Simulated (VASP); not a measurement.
LaBi (NiAs type): relaxation of cell and atoms with LDA

Crystal: LaBi (NiAs type).

```
La Bi
1.0
     4.04975    0.00000    0.00000
    -2.02488    3.50719    0.00000
     0.00000    0.00000    6.27712
La Bi
2 2
Direct
  0.00000 0.00000 0.00000
  0.00000 0.00000 0.50000
  0.33333 0.66667 0.25000
  0.66667 0.33333 0.75000
```

```
Program                : VASP 6.6.1
Task                   : relaxation of cell and atoms
Functional             : LDA
Potentials or basis    : VASP PAW LDA potentials, release 64 (La, Bi_d)
Cutoff                 : 600 eV
k mesh                 : 9 × 9 × 5
Occupations            : fermi-dirac, width 0.05 eV
Spin                   : no spin polarisation
Target pressure        : 61 GPa
Dipole correction      : no
Further INCAR settings : ALGO = Normal; EDIFF = 1e-06; IBRION = 2; EDIFFG = -0.005; NSW = 60; ISIF = 3
```

- Relaxed volume: 19.39 Å³/atom
- Relaxed cell: a = 3.005 Å, b = 3.005 Å, c = 9.919 Å, α = 90.00°, β = 90.00°, γ = 120.00°
- Space group after relaxing (to 0.1 Å): P6_3/mmc (No. 194)
- Energy change on relaxing (the run minimises the enthalpy): -124.9 meV/atom
- Ionic steps: 23
- Pressure after relaxing: 61.0 GPa
- Band gap on the k mesh: zero (bands 26 and 27 overlap by 2.03 eV)

The path:
| step | energy change (eV) | largest force (eV/Å) | pressure (GPa) | volume (Å³) |
| --- | --- | --- | --- | --- |
| 1 | 0.0000 | 0.0000 | 62.06 | 89.16 |
| 2 | -0.7344 | 0.0000 | 57.17 | 91.07 |
| 3 | -0.4604 | 0.0000 | 59.00 | 90.34 |
| 4 | -0.4981 | 0.0000 | 58.93 | 90.41 |
| 5 | -0.6034 | 0.0000 | 58.74 | 90.60 |
| 6 | -0.7824 | 0.0000 | 58.37 | 90.88 |
| 7 | -1.0178 | 0.0000 | 56.81 | 90.98 |
| 8 | -1.3392 | 0.0000 | 51.84 | 89.54 |
| 9 | -1.7227 | 0.0000 | 50.25 | 81.12 |
| 10 | -1.3254 | 0.0000 | 52.56 | 79.92 |
| 11 | -1.5862 | 0.0000 | 51.09 | 80.66 |
| 12 | 2.5204 | 0.0000 | 89.39 | 71.06 |
| 13 | -0.5719 | 0.0000 | 60.64 | 77.75 |
| 14 | -0.5376 | 0.0000 | 60.93 | 77.66 |
| 15 | -0.5150 | 0.0000 | 61.16 | 77.60 |
| 16 | -0.4735 | 0.0000 | 61.22 | 77.48 |
| 17 | -0.4766 | 0.0000 | 61.24 | 77.49 |
| 18 | -0.4774 | 0.0000 | 61.25 | 77.49 |
| 19 | -0.5530 | 0.0000 | 60.60 | 77.69 |
| 20 | -0.5001 | 0.0000 | 60.96 | 77.55 |
| 21 | -0.4970 | 0.0000 | 61.05 | 77.54 |
| 22 | -0.4987 | 0.0000 | 61.06 | 77.55 |
| 23 | -0.4995 | 0.0000 | 61.01 | 77.55 |

Final structure:
```
CELL_PARAMETERS angstrom
3.00459 0.00000 0.00000
-1.50230 2.60205 0.00000
0.00000 0.00000 9.91900
ATOMIC_POSITIONS crystal
La 0.00000 0.00000 0.00000
La 0.00000 0.00000 0.50000
Bi 0.33333 0.66667 0.25000
Bi 0.66667 0.33333 0.75000
```

Levels at points of the mesh, in eV from the Fermi level:
| k point | band 23 | band 24 | band 25 | band 26 | band 27 | band 28 | band 29 | band 30 |
| --- | --- | --- | --- | --- | --- | --- | --- | --- |
| (0.00, 0.00, 0.00) | -1.07 | -1.02 | 0.99 | 1.01 | 1.68 | 1.68 | 1.77 | 2.02 |

Wall time 20 min on 1 thread of Intel(R) Xeon(R) 6975P-C (Granite Rapids) (shared host), peak memory 0.27 GiB.

Caveat: the cell is relaxed towards a set pressure, so the run minimises the enthalpy, not the energy; a cell axis changed by over 15 % at a fixed basis, so the end point is rough; spin-orbit coupling is left out, which moves the levels of the heavy elements.
